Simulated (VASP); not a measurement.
VN: single point with r2SCAN

The system is VN.

```
V N
1.0
     0.00000    2.06500    2.06500
     2.06500    0.00000    2.06500
     2.06500    2.06500    0.00000
V N
1 1
Direct
  0.00000 0.00000 0.00000
  0.50000 0.50000 0.50000
```

```json
{
 "Program": "VASP 6.6.1",
 "Task": "single point",
 "Functional": "r2SCAN",
 "Potentials or basis": "VASP PAW PBE potentials, release 64 (V_sv, N)",
 "Cutoff": "660 eV",
 "k mesh": "4 × 4 × 4, shifted",
 "Occupations": "fermi-dirac, width 0.1 eV",
 "Spin": "collinear spin, ferromagnetic start",
 "Starting moments": "[2.0, 0.0] μB",
 "Dipole correction": "no",
 "Further INCAR settings": "ALGO = Normal; EDIFF = 1e-06; NBANDS = 20"
}
```

* Pressure: -5.7 GPa
* Band gap on the k mesh: zero (filled and empty bands overlap)
* Net moment: 0.00 μB per cell
* Valence electrons inside the program's atomic spheres: V 11.62; N 3.79

Levels at points of the mesh, in eV from the Fermi level:
Spin up:
```
           k point  band 5  band 6  band 7  band 8  band 9  band 10  band 11  band 12  band 13  band 14
(0.12, 0.12, 0.12)  -18.72   -4.08   -3.70   -3.70   -1.18    -1.18    -0.76     0.96     0.96     7.25
```
Spin down:
```tsv
k point	band 5	band 6	band 7	band 8	band 9	band 10	band 11	band 12	band 13	band 14
(0.12, 0.12, 0.12)	-18.72	-4.08	-3.70	-3.70	-1.18	-1.18	-0.76	0.97	0.97	7.25
```

It took 22 s on 1 thread of AMD EPYC 9R45 96-Core Processor (Zen 5) (shared host), peak memory 0.13 GiB.

Caveat: the k points lie up to 0.66 Å⁻¹ apart; the PAW data sets were made with another functional, which shifts forces and pressure a little. With open d or f shells a metallic result of r2SCAN can be an artefact of self-interaction; +U or a hybrid may open a gap.
